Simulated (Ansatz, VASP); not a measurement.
**One calculation of BeTe, two programs**

```xyz
2
Lattice="0.0000 2.7774 2.7774 2.7774 0.0000 2.7774 2.7774 2.7774 0.0000" Properties=species:S:1:pos:R:3 pbc="T T T"
Be    0.0000    0.0000    0.0000
Te    1.3887    1.3887    1.3887
```

Alike in both runs: task single point; functional LDA; k mesh 8 × 8 × 8; occupations gaussian, width 0.02 eV; no spin polarisation.

|  | VASP | Ansatz |
| --- | --- | --- |
| version | VASP 6.6.1 | Ansatz 0.2.0 |
| potentials or method | VASP PAW LDA potentials, release 64 (Be, Te), cutoff 600 eV | scalar-relativistic, plane waves, PAW |
| valence electrons in the cell | 8 | 18 |

Ansatz gave:

- gap on the k mesh at the Fermi level (eV): 1.79
- least direct gap on the mesh (eV): 3.59
- pressure (GPa): 0.0

Question: What did VASP give for the same quantities?

Answer: gap on the k mesh at the Fermi level (eV): 1.77; least direct gap on the mesh (eV): 3.55; pressure (GPa): 0.3.

LDA's correlation is that of Perdew and Zunger in VASP and of Perdew and Wang (1992) in Ansatz. VASP's potentials hold 8 valence electrons a cell and Ansatz's 18, so a difference there can come from the potentials and not from the codes.

Spin-orbit coupling is off throughout.
